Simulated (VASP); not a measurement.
# LiH (Pm-3m) in VASP: notebook

The runs below take LiH through G0W0 quasiparticle levels, with PBE.

Program: VASP 6.6.1. These are calculated values, not measurements. Logs are shortened: lines on timing, memory, paths and dates and some standing lists are left out, and cuts for length are marked.

### Step 1. The cell of the first run

It takes space group Pm-3m (No. 221, cubic). The conventional cell has a = 2.502 Å, b = 2.502 Å, c = 2.502 Å, α = 90.00°, β = 90.00°, γ = 90.00°. Within 2.9 Å of Li (site symmetry m-3m) lie 8 H at 2.17 Å and 6 Li at 2.50 Å. Within 2.9 Å of H (site symmetry m-3m) lie 8 Li at 2.17 Å and 6 H at 2.50 Å.

### Step 2. G0W0 quasiparticle levels, PBE

File POSCAR:

```
LiH
1.0
    2.5016587117      0.0000000000      0.0000000000
    0.0000000000      2.5016587117      0.0000000000
    0.0000000000      0.0000000000      2.5016587117
Li H
1 1
Direct
    0.0000000000      0.0000000000      0.0000000000
    0.5000000000      0.5000000000      0.5000000000
```

File INCAR.step1:

```
SYSTEM = LiH
ALGO = Normal ; EDIFF = 1E-8
ENCUT = 500 ; GGA = PE
ISMEAR = 0 ; LASPH = .TRUE.
LCHARG = .FALSE. ; LREAL = .FALSE.
LWAVE = .TRUE. ; NELM = 100
PREC = Accurate ; SIGMA = 0.01
```

File INCAR.step2:

```
SYSTEM = LiH
ALGO = Exact ; EDIFF = 1E-8
ENCUT = 500 ; GGA = PE
ISMEAR = 0 ; ISTART = 1
LASPH = .TRUE. ; LCHARG = .FALSE.
LOPTICS = .TRUE. ; LREAL = .FALSE.
LWAVE = .TRUE. ; NBANDS = 31
NELM = 1 ; PREC = Accurate
SIGMA = 0.01
```

File INCAR.step3:

```
SYSTEM = LiH
ALGO = EVGW0 ; EDIFF = 1E-8
ENCUT = 500 ; ENCUTGW = 80.0
GGA = PE ; ISMEAR = 0
ISTART = 1 ; LASPH = .TRUE.
LCHARG = .FALSE. ; LREAL = .FALSE.
LWAVE = .FALSE. ; NBANDS = 31
NBANDSGW = 9 ; NELMGW = 1
NOMEGA = 96 ; OMEGAMAX = 20
PREC = Accurate ; PRECFOCK = Fast
SIGMA = 0.01
```

File KPOINTS:

```
k-points
0
G
  10 10 10
  0 0 0
```

Potentials or basis: VASP PAW PBE potentials, release 64 (Li_GW, H_GW).

Launch:

```console
$ cat potpaw_PBE.64/Li_GW/POTCAR potpaw_PBE.64/H_GW/POTCAR > POTCAR
$ cp INCAR.step1 INCAR
$ mpirun -np 1 vasp_std > vasp.out
$ cp INCAR.step2 INCAR
$ mpirun -np 1 vasp_std > vasp.out
$ cp INCAR.step3 INCAR
$ mpirun -np 1 vasp_std > vasp.out
```

OUTCAR:

```text
SYSTEM = LiH
   EDIFF = 1E-8
   ENCUT = 500
   ENCUTGW = 80.0
   GGA = PE
   ISMEAR = 0
   ISTART = 1
   LASPH = .TRUE.
   LREAL = .FALSE.
   NELMGW = 1
   PREC = Accurate
   PRECFOCK = Fast

 ion  position               nearest neighbor table
   1  0.000  0.000  0.000-   2 2.17   2 2.17   2 2.17   2 2.17   2 2.17   2 2.17   2 2.17   2 2.17

   2  0.500  0.500  0.500-   1 2.17   1 2.17   1 2.17   1 2.17   1 2.17   1 2.17   1 2.17   1 2.17

  LATTYP: Found a simple cubic cell.
 ALAT       =     2.5016587117

  Lattice vectors:

 A1 = (   2.5016587117,   0.0000000000,   0.0000000000)
 A2 = (   0.0000000000,   2.5016587117,   0.0000000000)
 A3 = (   0.0000000000,   0.0000000000,   2.5016587117)

Analysis of symmetry for initial positions (statically):
=====================================================================
 Subroutine PRICEL returns:
 Original cell was already a primitive cell.

 Routine SETGRP: Setting up the symmetry group for a
 simple cubic supercell.

 Subroutine GETGRP returns: Found 48 space group operations
 (whereof 48 operations were pure point group operations)
 out of a pool of 48 trial point group operations.

The static configuration has the point symmetry O_h .

Analysis of symmetry for dynamics (positions and initial velocities):
=====================================================================
 Subroutine PRICEL returns:
 Original cell was already a primitive cell.

 Routine SETGRP: Setting up the symmetry group for a
 simple cubic supercell.

 Subroutine GETGRP returns: Found 48 space group operations
 (whereof 48 operations were pure point group operations)
 out of a pool of 48 trial point group operations.

The dynamic configuration has the point symmetry O_h .

 Subroutine INISYM returns: Found 48 space group operations
 (whereof 48 operations are pure point group operations),
 and found     1 'primitive' translations

----------------------------------------------------------------------------------------

                                     Primitive cell

  volume of cell :      15.6561

  direct lattice vectors                    reciprocal lattice vectors
     2.501658712  0.000000000  0.000000000     0.399734782  0.000000000  0.000000000
     0.000000000  2.501658712  0.000000000     0.000000000  0.399734782  0.000000000
     0.000000000  0.000000000  2.501658712     0.000000000  0.000000000  0.399734782

  length of vectors
     2.501658712  2.501658712  2.501658712     0.399734782  0.399734782  0.399734782

  position of ions in fractional coordinates (direct lattice)
     0.000000000  0.000000000  0.000000000
     0.500000000  0.500000000  0.500000000

  ion indices of the primitive-cell ions
   primitive index   ion index
                 1           1
                 2           2

----------------------------------------------------------------------------------------

 KPOINTS: k-points

Automatic generation of k-mesh.
 Grid dimensions read from file:
 generate k-points for:   10   10   10

 Generating k-lattice:

  Cartesian coordinates                     Fractional coordinates (reciprocal lattice)
     0.039973478  0.000000000  0.000000000     0.100000000  0.000000000  0.000000000
     0.000000000  0.039973478  0.000000000     0.000000000  0.100000000  0.000000000
     0.000000000  0.000000000  0.039973478     0.000000000  0.000000000  0.100000000

  Length of vectors
     0.039973478  0.039973478  0.039973478

  Shift w.r.t. Gamma in fractional coordinates (k-lattice)
     0.000000000  0.000000000  0.000000000

 Subroutine IBZKPT returns following result:
 ===========================================

 Found     56 irreducible k-points:

 Following reciprocal coordinates:
            Coordinates               Weight
  0.000000  0.000000  0.000000      1.000000
  0.100000  0.000000  0.000000      6.000000
  0.200000  0.000000  0.000000      6.000000
  0.300000  0.000000  0.000000      6.000000
  0.400000  0.000000  0.000000      6.000000
  0.500000  0.000000  0.000000      3.000000
[... 16 lines left out ...]
  0.200000  0.100000  0.100000     24.000000
  0.300000  0.100000  0.100000     24.000000
 [... further k-points ...]
   k-points           NKPTS =     56   k-points in BZ     NKDIM =   1000   number of bands    NBANDS=     31
   number of dos      NEDOS =    301   number of ions     NIONS =      2
   total plane-waves  NPLWV =   5832
   dimension x,y,z NGX =    18 NGY =   18 NGZ =   18
   dimension x,y,z NGXF=    36 NGYF=   36 NGZF=   36
   ions per type =               1   1
   NGX,Y,Z   is equivalent  to a cutoff of  11.96, 11.96, 11.96 a.u.
   NGXF,Y,Z  is equivalent  to a cutoff of  23.92, 23.92, 23.92 a.u.
 SYSTEM =  LiH
   PREC   = accura    normal or accurate (medium, high low for compatibility)
   ISTART =      1    job   : 0-new  1-cont  2-samecut
   ICHARG =      0    charge: 1-file 2-atom 10-const
   ISPIN  =      1    spin polarized calculation?
   LNONCOLLINEAR =      F non collinear calculations
   LSORBIT =      F    spin-orbit coupling
   LASPH  =      T    aspherical Exc in radial PAW
   ENCUT  =  500.0 eV  36.75 Ry    6.06 a.u.   4.56  4.56  4.56*2*pi/ulx,y,z
   NELM   =     60;   NELMIN=  2; NELMDL=  0     # of ELM steps
   EDIFF  = 0.1E-07   stopping-criterion for ELM
   LREAL  =      F    real-space projection
   EDIFFG = 0.1E-06   stopping-criterion for IOM
   NSW    =      0    number of steps for IOM
   IBRION =     -1    ionic relax: 0-MD 1-quasi-New 2-CG
   NFREE  =      0    steps in history (QN), initial steepest desc. (CG)
   ISIF   =      0    stress and relaxation
   ISYM   =      3    0-nonsym 1-usesym 2-fastsym
   POTIM  = 0.5000    time-step for ionic-motion
   TEBEG  =    0.0;   TEEND  =   0.0 temperature during run
   PSTRESS=    0.0 pullay stress
   NELECT =       2.0000    total number of electrons
   NUPDOWN=      -1.0000    fix difference up-down
   EMIN   =  10.00;   EMAX   =-10.00  energy-range for DOS
   EFERMI =   0.00;   METHOD = LEGACY
   ISMEAR =     0;   SIGMA  =   0.01  broadening in eV -4-tet -1-fermi 0-gaus
   EFERMI_NEDOS =   21; number of points for ismear=-14 and -15
   IALGO  =     38    algorithm
   IMIX   =      4    mixing-type and parameters
     AMIX     =   0.40;   BMIX     =  1.00
     AMIX_MAG =   1.60;   BMIX_MAG =  1.00
  volume/ion in A,a.u.               =       7.83        52.83
  Fermi-wavevector in a.u.,A,eV,Ry     =   0.824499  1.558077  9.249220  0.679799
  Thomas-Fermi vector in A             =   1.936194
   LORBIT       =      0    0 simple, 1 ext, 2 COOP (PROOUT), +10 PAW based schemes
   GGA     = PE    functional components
   LHFCALC =     T    Hartree Fock is set to
   PRECFOCK=fast      Normal, Fast or Accurate (Low or Medium for compatibility)
   ENCUT4O =  -1.0   cutoff for four orbital integrals eV
   NKREDX  =     1    reduce k-point grid by
   NKREDY  =     1    reduce k-point grid by
   NKREDZ  =     1    reduce k-point grid by
   AEXX    =    1.0000 exact exchange contribution
   HFSCREEN=    0.0000 screening length (either q_TF or 0.3 A-1)
   HFSCREENC=   0.0000 screening length for correlation (either q_TF or 0.3 A-1)
   ENCUTFOCK=  -1.0 apply spherical cutoff to Coloumb kernel
   IVDW    =     0    specifies the selected vdW correction
   LEPSILON=     F    determine dielectric tensor
   LRPA    =     F    only Hartree local field effects (RPA)
   LRPAFORCE           =     F    calculate RPA forces
   ENCUTGW             =  80.0    cutoff for response function in eV
   ENCUTGWSOFT         =  64.0    soft cutoff for Coulomb kernel in GW response function in eV
   ENCUTLF             =  -1.0    cutoff for local field effects
   NELMGW              =     1    number of iterations in solving QP/BSE equation
   NELMHF              =     1    number of iterations in the inner HF iteration
   NKREDLFX            =     1    NKREDLFY  =   1   NKREDLFZ  =   1
 non-spin polarized calculation
 Gauss-broadening in eV      SIGMA  =   0.01
  energy-cutoff  :      500.00
  volume of cell :       15.66
 maximum number of plane-waves:       432
  NGX = 12; NGY = 12; NGZ = 12
   NGX =  9   NGY =  9   NGZ =  9
 maximum number of plane-waves:        32
 NGX is ok and might be reduce to    10

 QP shifts <psi_nk| G(iteration)W_0 |psi_nk>: iteration 1
 for sc-GW calculations column KS-energies equals QP-energies in previous step
 and V_xc(KS)=  KS-energies - (<T + V_ion + V_H > + <T+V_H+V_ion>^1  + <V_x>^1)

 k-point   1 :       0.0000    0.0000    0.0000
  band No.  KS-energies  QP-energies   sigma(KS)   V_xc(KS)     V^pw_x(r,r')   Z            occupation Imag(sigma)

      1      -8.1423      -9.2463     -11.0952      -9.4126     -15.2471       0.6561       2.0000       0.3420
      2      12.7081      13.5268      -6.7287      -7.8251      -1.5612       0.7466       0.0000      -0.5482
      3      12.7081      13.5268      -6.7287      -7.8251      -1.5612       0.7466       0.0000      -0.5482
      4      12.7081      13.5268      -6.7287      -7.8251      -1.5612       0.7466       0.0000      -0.5482
      5      13.2699      13.9660      -9.8937     -10.9032      -3.8135       0.6895       0.0000      -0.8770
      6      15.8407      16.0253      -7.1092      -7.3185      -1.2894       0.8824       0.0000      -1.7559
      7      15.8407      16.0253      -7.1092      -7.3185      -1.2894       0.8824       0.0000      -1.7559
      8      32.4326      34.6638      -6.5926      -9.3309      -1.3365       0.8148       0.0000      -1.9709
      9      32.4326      34.6638      -6.5926      -9.3309      -1.3365       0.8148       0.0000      -1.9709

 k-point   2 :       0.1000    0.0000    0.0000
  band No.  KS-energies  QP-energies   sigma(KS)   V_xc(KS)     V^pw_x(r,r')   Z            occupation Imag(sigma)

      1      -7.9899      -9.1073     -11.1103      -9.4262     -15.1758       0.6634       2.0000       0.3283
      2       9.9488      10.5595      -7.2066      -8.0379      -2.1071       0.7347       0.0000      -0.4043
      3      12.9324      13.7461      -6.7315      -7.8219      -1.5382       0.7463       0.0000      -0.5737
      4      12.9324      13.7461      -6.7315      -7.8219      -1.5382       0.7463       0.0000      -0.5737
      5      13.3923      14.0842      -9.4249     -10.4116      -3.4229       0.7012       0.0000      -0.8785
      6      16.0825      16.3064      -7.0627      -7.3163      -1.2764       0.8832       0.0000      -1.7775
      7      18.8184      19.4796      -6.7684      -7.5541      -1.1780       0.8416       0.0000      -1.7712
      8      30.9167      33.3496      -6.1514      -8.9460      -1.2934       0.8706       0.0000      -2.1316
      9      30.9167      33.3496      -6.1514      -8.9460      -1.2934       0.8706       0.0000      -2.1316
[... 274 lines left out ...]
 k-point  24 :       0.3000    0.1000    0.1000
  band No.  KS-energies  QP-energies   sigma(KS)   V_xc(KS)     V^pw_x(r,r')   Z            occupation Imag(sigma)

      1      -6.5240      -7.6526     -11.2271      -9.6004     -14.5483       0.6938       2.0000       0.1998
      2       4.2554       4.8953      -6.9892      -7.8294      -2.8488       0.7617       0.0000      -0.0945
      3      10.6524      11.4279      -8.5382      -9.6250      -3.2727       0.7135       0.0000      -0.4403
      4      11.7781      12.3549      -6.8236      -7.6002      -1.5417       0.7427       0.0000      -0.6075
      5      16.4004      17.3438      -6.8983      -8.1388      -1.3554       0.7605       0.0000      -0.9756
      6      21.2036      22.2495      -6.5327      -7.7973      -1.1297       0.8270       0.0000      -1.6327
      7      22.3689      23.3856      -6.6111      -7.7101      -1.2898       0.9251       0.0000      -2.3358
      8      25.4360      27.0343      -6.7199      -8.4421      -1.4804       0.9281       0.0000      -2.3424
      9      27.9266      29.7243      -6.2583      -8.3411      -1.0417       0.8632       0.0000      -2.0382

 [... further k-points ...]
```

Wall time 4.4 min (1 thread of Intel Xeon 6975P-C (Granite Rapids), shared host); peak memory 0.68 GiB.

What came out:

```
Quasiparticle gap                                   : 1.95 eV
Least direct quasiparticle gap                      : 5.93 eV
Band gap of the starting levels on the mesh         : 0.68 eV
Least direct gap of the starting levels on the mesh : 4.22 eV
```

Caveat: bands, screening cutoff and mesh are small and nothing is extrapolated, so the quasiparticle values aren't converged; the structure was generated, so it needn't be the stable form of LiH.

(Continued in part 2 of 2.)
